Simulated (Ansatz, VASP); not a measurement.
## H: VASP beside Ansatz

```
H
1.0
     3.84013    0.00000    0.00000
    -1.92007    3.32565    0.00000
     0.00000    0.00000    5.04666
H
4
Direct
  0.33333 0.66667 0.17650
  0.66667 0.33333 0.67650
  0.66667 0.33333 0.82350
  0.33333 0.66667 0.32350
```

Alike in both runs: task relaxation of cell and atoms; functional PBEsol; k mesh 6 × 6 × 4; occupations gaussian, width 0.1 eV; no spin polarisation.

|  | VASP | Ansatz |
| --- | --- | --- |
| version | VASP 6.6.1 | Ansatz 0.2.0 |
| potentials or method | VASP PAW PBE potentials, release 64 (H), cutoff 600 eV | scalar-relativistic, plane waves, PAW |
| valence electrons in the cell | 4 | 4 |

```csv
,VASP,Ansatz,Ansatz less VASP
"gap on the k mesh at the Fermi level, each at its own relaxed structure (eV)",9.11,9.11,+0.009
relaxed volume (Å³/atom),16.15,16.09,-0.065
relaxed length of the cell vector where the two differ most in proportion (Å),5.060,5.042,-0.0180
```

VASP's potentials were made for PBE, not for PBEsol.
